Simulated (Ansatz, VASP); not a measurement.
# CdS in VASP and in Ansatz

```
Cd S
1.0
     4.21750    0.00000    0.00000
    -2.10875    3.65246    0.00000
     0.00000    0.00000    6.74900
Cd S
2 2
Direct
  0.33333 0.66667 0.00000
  0.66667 0.33333 0.50000
  0.33333 0.66667 0.38500
  0.66667 0.33333 0.88500
```

Change from the starting cell: equal xx and yy strain of +2 %.

Alike in both runs: task single point; functional PBE; k mesh 7 × 7 × 4; occupations fermi-dirac, width 0.01 eV; no spin polarisation.

|  | VASP | Ansatz |
| --- | --- | --- |
| version | VASP 6.6.1 | Ansatz 0.2.0 |
| potentials or method | VASP PAW PBE potentials, release 64 (Cd, S), cutoff 520 eV | all-electron LAPW, scalar-relativistic |

Ansatz gave:

- gap on the k mesh at the Fermi level (eV): 1.13
- pressure (GPa): 0.1
- traceless stress, the component that is largest in VASP (GPa): -0.07
- rms of the force components (eV/Å): 0.070

**Question.** Estimate VASP's values.

**Answer.** gap on the k mesh at the Fermi level (eV): 1.13; pressure (GPa): 0.4; traceless stress, the component that is largest in VASP (GPa): -0.08; rms of the force components (eV/Å): 0.071.

Atom by atom the forces differ by 0.001 eV/Å (rms over components). Ansatz ran all-electron here, and VASP with PAW potentials.
